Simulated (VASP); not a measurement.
# WSe2 (P-1) in VASP: electric field gradients with PBEsol

Aim: the electric field gradients of WSe2 with PBEsol.

Everything below comes from runs of VASP 6.6.1. Logs are shortened: lines on timing, memory, paths and dates and some standing lists are left out, and cuts for length are marked.

### 1 The cell of the first run

The typed cell holds 6 atoms: a = 3.290 Å, b = 3.262 Å, c = 12.971 Å, α = 89.57°, β = 88.85°, γ = 119.13°.

### 2 Electric field gradients, PBEsol (equal xy, yz and zx shear strains of +2 %)

Input file INCAR:

```
SYSTEM = WSe2
ALGO     = Normal         ! electronic algorithm
EDIFF    = 1E-8           ! SCF threshold, eV
ENCUT    = 520            ! plane-wave cutoff, eV
GGA      = PS             ! functional
ISIF     = 2              ! what is computed and relaxed
ISMEAR   = -1             ! smearing method
LASPH    = .TRUE.         ! aspherical terms in the spheres
LCHARG   = .FALSE.        ! write CHGCAR
LEFG     = .TRUE.       
LREAL    = .FALSE.        ! projectors in reciprocal space
LWAVE    = .FALSE.        ! write WAVECAR
NBANDS   = 35             ! bands
NELM     = 100            ! most SCF steps
PREC     = Accurate       ! precision mode
SIGMA    = 0.08           ! smearing width, eV
```

Input file KPOINTS:

```
k-points
0
G
  11 11 3
  0 0 0
```

Input file POSCAR:

```
WSe2
1.0
    3.2899984505      0.0328999845      0.0328999845
   -1.6165070028      2.8327722442      0.0120422301
    0.1297000000      0.1297000000     12.9700000000
W Se
2 4
Direct
    0.3333333333      0.6666666667      0.2500000000
    0.6666666667      0.3333333333      0.7500000000
    0.3333333333      0.6666666667      0.6210000000
    0.6666666667      0.3333333333      0.1210000000
    0.3333333333      0.6666666667      0.8790000000
    0.6666666667      0.3333333333      0.3790000000
```

Potentials or basis: VASP PAW PBE potentials, release 64 (W_sv, Se).

Run with:

```console
cat potpaw_PBE.64/W_sv/POTCAR potpaw_PBE.64/Se/POTCAR > POTCAR
mpirun -np 1 vasp_std > vasp.out
```

OUTCAR:

```text
SYSTEM = WSe2
   EDIFF = 1E-8
   ENCUT = 520
   GGA = PS
   ISIF = 2
   ISMEAR = -1
   LASPH = .TRUE.
   LREAL = .FALSE.
   NELM = 100
   PREC = Accurate

 ion  position               nearest neighbor table
   1  0.333  0.667  0.250-   4 2.51   6 2.51   4 2.51   6 2.53   6 2.56   4 2.58
   2  0.667  0.333  0.750-   5 2.51   3 2.51   5 2.51   3 2.53   3 2.56   5 2.58
   3  0.333  0.667  0.621-   2 2.51   2 2.53   2 2.56
   4  0.667  0.333  0.121-   1 2.51   1 2.51   1 2.58
   5  0.333  0.667  0.879-   2 2.51   2 2.51   2 2.58
   6  0.667  0.333  0.379-   1 2.51   1 2.53   1 2.56

  LATTYP: Found a triclinic cell.
 ALAT       =     5.6990142889
 B/A-ratio  =     0.5723042227
 C/A-ratio  =     2.2760597320
 COS(alpha) =     0.0074204947
 COS(beta)  =     0.0200959808
 COS(gamma) =     0.8635246262

  Lattice vectors:

 A1 = (   0.0569844449,   5.6984444729,   0.0569844447)
 A2 = (  -1.6165070028,   2.8327722442,   0.0120422301)
 A3 = (   0.1297000000,   0.1297000000,  12.9700000000)

Analysis of symmetry for initial positions (statically):
=====================================================================
 Subroutine PRICEL returns:
 Original cell was already a primitive cell.

 Routine SETGRP: Setting up the symmetry group for a
 triclinic supercell.

 Subroutine GETGRP returns: Found  2 space group operations
 (whereof  2 operations were pure point group operations)
 out of a pool of  2 trial point group operations.

The static configuration has the point symmetry S_2 .

Analysis of symmetry for dynamics (positions and initial velocities):
=====================================================================
 Subroutine PRICEL returns:
 Original cell was already a primitive cell.

 Routine SETGRP: Setting up the symmetry group for a
 triclinic supercell.

 Subroutine GETGRP returns: Found  2 space group operations
 (whereof  2 operations were pure point group operations)
 out of a pool of  2 trial point group operations.

The dynamic configuration has the point symmetry S_2 .

 Subroutine INISYM returns: Found  2 space group operations
 (whereof  2 operations are pure point group operations),
 and found     1 'primitive' translations

----------------------------------------------------------------------------------------

                                     Primitive cell

  volume of cell :     121.5437

  direct lattice vectors                    reciprocal lattice vectors
     3.289998451  0.032899984  0.032899984     0.302273877  0.172511226 -0.004747851
    -1.616507003  2.832772244  0.012042230    -0.003475668  0.351042487 -0.003475668
     0.129700000  0.129700000 12.970000000    -0.000763527 -0.000763527  0.077116273

  length of vectors
     3.290327434  3.261569943 12.971296935     0.348069192  0.351076898  0.077123832

  position of ions in fractional coordinates (direct lattice)
     0.333333333  0.666666667  0.250000000
     0.666666667  0.333333333  0.750000000
     0.333333333  0.666666667  0.621000000
     0.666666667  0.333333333  0.121000000
     0.333333333  0.666666667  0.879000000
     0.666666667  0.333333333  0.379000000

  ion indices of the primitive-cell ions
   primitive index   ion index
                 1           1
                 2           2
                 3           3
                 4           4
                 5           5
                 6           6

----------------------------------------------------------------------------------------

 KPOINTS: k-points

Automatic generation of k-mesh.
 Grid dimensions read from file:
 generate k-points for:   11   11    3

 Generating k-lattice:

  Cartesian coordinates                     Fractional coordinates (reciprocal lattice)
     0.027479443  0.015682839 -0.000431623     0.090909091  0.000000000 -0.000000000
    -0.000315970  0.031912953 -0.000315970    -0.000000000  0.090909091  0.000000000
    -0.000254509 -0.000254509  0.025705424    -0.000000000  0.000000000  0.333333333

  Length of vectors
     0.031642654  0.031916082  0.025707944

  Shift w.r.t. Gamma in fractional coordinates (k-lattice)
     0.000000000  0.000000000  0.000000000

 Subroutine IBZKPT returns following result:
 ===========================================

 Found    182 irreducible k-points:

 Following reciprocal coordinates:
            Coordinates               Weight
  0.000000  0.000000  0.000000      1.000000
  0.090909 -0.000000 -0.000000      2.000000
  0.181818 -0.000000 -0.000000      2.000000
  0.272727 -0.000000 -0.000000      2.000000
  0.363636 -0.000000 -0.000000      2.000000
  0.454545 -0.000000 -0.000000      2.000000
[... 16 lines left out ...]
  0.454545  0.181818  0.000000      2.000000
 -0.454545  0.181818  0.000000      2.000000
 [... further k-points ...]
   k-points           NKPTS =    182   k-points in BZ     NKDIM =    182   number of bands    NBANDS=     35
   number of dos      NEDOS =    301   number of ions     NIONS =      6
   total plane-waves  NPLWV =  55296
   dimension x,y,z NGX =    24 NGY =   24 NGZ =   96
   dimension x,y,z NGXF=    48 NGYF=   48 NGZF=  192
   ions per type =               2   4
   NGX,Y,Z   is equivalent  to a cutoff of  12.13, 12.23, 12.30 a.u.
   NGXF,Y,Z  is equivalent  to a cutoff of  24.25, 24.47, 24.61 a.u.
 SYSTEM =  WSe2
   PREC   = accura    normal or accurate (medium, high low for compatibility)
   ISTART =      0    job   : 0-new  1-cont  2-samecut
   ICHARG =      2    charge: 1-file 2-atom 10-const
   ISPIN  =      1    spin polarized calculation?
   LNONCOLLINEAR =      F non collinear calculations
   LSORBIT =      F    spin-orbit coupling
   LASPH  =      T    aspherical Exc in radial PAW
   ENCUT  =  520.0 eV  38.22 Ry    6.18 a.u.   6.12  6.06 24.12*2*pi/ulx,y,z
   NELM   =    100;   NELMIN=  2; NELMDL= -5     # of ELM steps
   EDIFF  = 0.1E-07   stopping-criterion for ELM
   LREAL  =      F    real-space projection
   EDIFFG = 0.1E-06   stopping-criterion for IOM
   NSW    =      0    number of steps for IOM
   IBRION =     -1    ionic relax: 0-MD 1-quasi-New 2-CG
   NFREE  =      0    steps in history (QN), initial steepest desc. (CG)
   ISIF   =      2    stress and relaxation
   ISYM   =      2    0-nonsym 1-usesym 2-fastsym
   POTIM  = 0.5000    time-step for ionic-motion
   TEBEG  =    0.0;   TEEND  =   0.0 temperature during run
   PSTRESS=    0.0 pullay stress
   NELECT =      52.0000    total number of electrons
   NUPDOWN=      -1.0000    fix difference up-down
   EMIN   =  10.00;   EMAX   =-10.00  energy-range for DOS
   EFERMI =   0.00;   METHOD = LEGACY
   ISMEAR =    -1;   SIGMA  =   0.08  broadening in eV -4-tet -1-fermi 0-gaus
   EFERMI_NEDOS =   21; number of points for ismear=-14 and -15
   IALGO  =     38    algorithm
   IMIX   =      4    mixing-type and parameters
     AMIX     =   0.40;   BMIX     =  1.00
     AMIX_MAG =   1.60;   BMIX_MAG =  1.00
  volume/ion in A,a.u.               =      20.26       136.70
  Fermi-wavevector in a.u.,A,eV,Ry     =   1.233574  2.331116 20.704040  1.521704
  Thomas-Fermi vector in A             =   2.368299
   LORBIT       =      0    0 simple, 1 ext, 2 COOP (PROOUT), +10 PAW based schemes
   GGA     = PS    functional components
   LHFCALC =     F    Hartree Fock is set to
   AEXX    =    0.0000 exact exchange contribution
   IVDW    =     0    specifies the selected vdW correction
   LEPSILON=     F    determine dielectric tensor
   LRPA    =     F    only Hartree local field effects (RPA)
 non-spin polarized calculation
  energy-cutoff  :      520.00
  volume of cell :      121.54
 maximum number of plane-waves:      3303
   NGX = 13   NGY = 13   NGZ = 49

 number of electron      51.9999994 magnetization

 Free energy of the ion-electron system (eV)
  ---------------------------------------------------
  ext. energy  EPLUGINS =         0.00000000
  ---------------------------------------------------
  free energy    TOTEN  =       -46.49063001 eV

  energy without entropy =      -46.49050760  energy(sigma->0) =      -46.49056880

 E-fermi :   6.5522     XC(G=0): -10.9120

 val. band max:        6.1406795962   @ k =   0.0000   0.0000   0.0000
 cond. band min:       7.0459701765   @ k =  -0.1818   0.3636   0.0000
 fundamental gap:      0.9052905803
 Fermi energy:         6.5521527343

 k-point     1 :       0.0000    0.0000    0.0000
  band No.  band energies     occupation
      1     -68.1522      2.00000
      2     -68.1521      2.00000
      3     -32.4027      2.00000
      4     -32.4027      2.00000
      5     -32.2868      2.00000
      6     -32.2868      2.00000
[... 27 lines left out ...]
     34       9.1962      0.00000
     35      10.5580      0.00000

 k-point     2 :       0.0909   -0.0000   -0.0000
  band No.  band energies     occupation
      1     -68.1514      2.00000
      2     -68.1514      2.00000
      3     -32.3993      2.00000
      4     -32.3993      2.00000
      5     -32.3043      2.00000
      6     -32.3043      2.00000
[... 27 lines left out ...]
     34       9.1773      0.00000
     35      11.2805      0.00000
[... 796 lines left out ...]
     34      10.8282      0.00000
     35      10.9304      0.00000

 k-point    24 :      -0.4545    0.1818    0.0000
  band No.  band energies     occupation
      1     -68.1428      2.00000
      2     -68.1428      2.00000
      3     -32.4637      2.00000
      4     -32.4636      2.00000
      5     -32.3613      2.00000
      6     -32.3613      2.00000
[... 27 lines left out ...]
     34      10.9098      0.00000
     35      11.5013      0.00000

 [... further k-points ...]
[... 5 lines left out ...]
  --------------------------------------------------------------------------------------
  -------------------------------------------------------------------------------------
  Total       -0.8092198     -0.7790015      0.1454651     -1.2645977     -1.9842778     -1.9855752
  in kB      -10.6670549    -10.2687205      1.9175058    -16.6698009    -26.1565528    -26.1736548
  external PRESSURE =      -6.3394232 kB  Pullay stress =       0.0000000 kB

 VOLUME and BASIS-vectors are now :
 -----------------------------------------------------------------------------
  energy-cutoff  :      520.00
  volume of cell :      121.54
      direct lattice vectors                 reciprocal lattice vectors
     3.289998451  0.032899984  0.032899984     0.302273877  0.172511226 -0.004747851
    -1.616507003  2.832772244  0.012042230    -0.003475668  0.351042487 -0.003475668
     0.129700000  0.129700000 12.970000000    -0.000763527 -0.000763527  0.077116273

 POSITION                                       TOTAL-FORCE (eV/Angst)
 -----------------------------------------------------------------------------------
      0.05142      1.93191      3.26149        -0.114846      0.004715      0.028638
      1.75177      1.06347      9.75345         0.114846     -0.004715     -0.028638
      0.09954      1.98003      8.07336         0.210074      0.269891      0.060961
      1.67019      0.98188      1.59532         0.325547      0.265493      0.031245
      0.13300      2.01349     11.41962        -0.325547     -0.265493     -0.031245
      1.70365      1.01535      4.94158        -0.210074     -0.269891     -0.060961
 -----------------------------------------------------------------------------------
    total drift:                                0.000000      0.000000     -0.000000

  FREE ENERGIE OF THE ION-ELECTRON SYSTEM (eV)
  ---------------------------------------------------
  free  energy   TOTEN  =       -46.4906300058 eV

  energy  without entropy=      -46.4905075973  energy(sigma->0) =      -46.49056880

 Electric field gradients (V/A^2)
---------------------------------------------------------------------
 ion       V_xx      V_yy      V_zz      V_xy      V_xz      V_yz
---------------------------------------------------------------------
   1      76.517    75.539  -152.056    22.188    34.217    34.209
   2      76.517    75.539  -152.056    22.188    34.217    34.209
   3      31.761    42.896   -74.657    -2.034     8.931    11.921
   4      43.043    32.192   -75.234     8.947    14.770    11.772
   5      43.043    32.192   -75.234     8.947    14.770    11.772
   6      31.761    42.896   -74.657    -2.034     8.931    11.921
---------------------------------------------------------------------

 Electric field gradients after diagonalization (V/A^2)
 (convention: |V_zz| > |V_xx| > |V_yy|)
----------------------------------------------------------------------
 ion       V_xx      V_yy      V_zz     asymmetry (V_yy - V_xx)/ V_zz
----------------------------------------------------------------------
   1     107.248    53.836  -161.084       0.332
   2     107.248    53.836  -161.084       0.332
   3      44.202    32.415   -76.617       0.154
   4      50.847    27.230   -78.076       0.302
   5      50.847    27.230   -78.076       0.302
   6      44.202    32.415   -76.617       0.154
----------------------------------------------------------------------

           NMR quadrupolar parameters

 Cq : quadrupolar parameter    Cq=e*Q*V_zz/h
 eta: asymmetry parameters     (V_yy - V_xx)/ V_zz
 Q  : nuclear electric quadrupole moment in mb (millibarn)
----------------------------------------------------------------------
 ion       Cq(MHz)       eta       Q (mb)
----------------------------------------------------------------------
   1      -0.390       0.332       1.000
   2      -0.390       0.332       1.000
   3      -0.185       0.154       1.000
   4      -0.189       0.302       1.000
   5      -0.189       0.302       1.000
   6      -0.185       0.154       1.000
----------------------------------------------------------------------
```

It took 8.3 min on 1 thread of Intel Xeon Platinum 8488C (Sapphire Rapids), shared host; peak memory 0.68 GiB.

What came out:

```yaml
Free_energy: -46.4906 eV
Pressure: -0.6 GPa
Largest_force: 0.421 eV/Å
Band_gap_on_the_k_mesh: 0.91 eV (least direct gap 1.70 eV)
Largest_electric_field_gradient_by_atom: W -161.1; Se -76.6, -78.1 (each value once) V/Å²
```

Forces in eV/Å, atoms in the order of the input:
```
W   -0.115  0.005  0.029
W    0.115 -0.005 -0.029
Se   0.210  0.270  0.061
Se   0.326  0.265  0.031
Se  -0.326 -0.265 -0.031
Se  -0.210 -0.270 -0.061
```

Electric field gradients, principal values (V/Å²):
```tsv
atom	least	middle	greatest (by size)
1 W	53.836	107.248	-161.084
2 W	53.836	107.248	-161.084
3 Se	32.415	44.202	-76.617
4 Se	27.230	50.847	-78.076
5 Se	27.230	50.847	-78.076
6 Se	32.415	44.202	-76.617
```

Caveat: the cell differs from its parent crystal (equal xy, yz and zx shear strains of +2 %); without QUAD_EFG the Cq values of the log hold for a quadrupole moment of 1 mb, not for the nuclei; the PAW data sets were made with another functional, which shifts forces and pressure a little; spin-orbit coupling is left out, which moves the levels of the heavy elements; an odd mesh through Γ misses points on the zone boundary, where band edges can lie.
